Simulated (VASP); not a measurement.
Runs of VASP 6.6.1 on Ge. The structure is that of space group Fd-3m (No. 227), or close to it. The cells are those of the table. 

| cell | cutoff (eV) | gap on the mesh (eV) | pressure (GPa) |
| --- | --- | --- | --- |
| a = 3.908 Å, angles 60.0°, 2 atoms | 500 | 0.30 | (a) |
| a = 3.257 Å, angles 60.0°, 2 atoms | 520 | none | 170.3 |
| a = 3.444 Å, angles 60.0°, 2 atoms | 500 | none | (b) |
| a = 3.612 Å, angles 60.0°, 2 atoms | 500 | none | 40.8 |
| a = 3.766 Å, angles 60.0°, 2 atoms | 500 | 0.21 | 17.4 |
| a = 3.612 Å, angles 60.0°, 2 atoms | 520 | none | 40.9 |
| a = 3.908 Å, angles 60.0°, 2 atoms | 520 | 0.30 | 4.5 |

Alike in all rows: task single point; level LDA; potentials or basis VASP PAW LDA potentials, release 64 (Ge_d); no spin polarisation; k mesh 13 × 13 × 13; smearing fermi-dirac 0.05 eV.

Problem. Fill in the values left out.

Solution. (a) 4.4; (b) 84.3.

A k mesh can miss the band edges, and the runs leave out spin-orbit coupling on Ge.

A gap of «none» marks levels without a gap at the run's occupations.
